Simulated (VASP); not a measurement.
Here is a VASP 6.6.1 calculation.

Contents of INCAR:

```
SYSTEM = Ti
PREC = Accurate
ENCUT = 520
EDIFF = 1E-6
ISMEAR = -1
SIGMA = 0.05
LREAL = .FALSE.
LASPH = .TRUE.
NELM = 150
ALGO = Normal
ISIF = 2
LWAVE = .FALSE.
LCHARG = .FALSE.
ISPIN = 2
MAGMOM = 1 1
LORBIT = 11
LMAXMIX = 4
GGA = B5
ALDAX = 1.0
AGGAX = 1.0
AGGAC = 1.0
ALDAC = 0.0
NBANDS = 23
```

The input KPOINTS:

```
regular mesh
0
G
  20 20 11
  0 0 0
```

POSCAR

```
Ti
1.0
    2.9609664028      0.0000000000      0.0000000000
   -1.4804832014      2.5642721246      0.0000000000
    0.0000000000      0.0000000000      4.6877870550
Ti
2
Direct
    0.3333333333      0.6666666667      0.2500000000
    0.6666666667      0.3333333333      0.7500000000
```

Potentials or basis: VASP PAW PBE potentials, release 64 (Ti_sv).

Launch:

```sh
$ cat potpaw_PBE.64/Ti_sv/POTCAR > POTCAR
$ mpirun -np 1 vasp_std > vasp.out
```

(1) Estimate the net moment.

(2) Estimate the pressure.

(3) What does it give for the band gap on the k mesh?

## Answers

(1) 0.00 μB per cell.

(2) -0.1 GPa.

(3) zero (filled and empty bands overlap).

Caveat: the PAW data sets were made with another functional, which shifts forces and pressure a little.
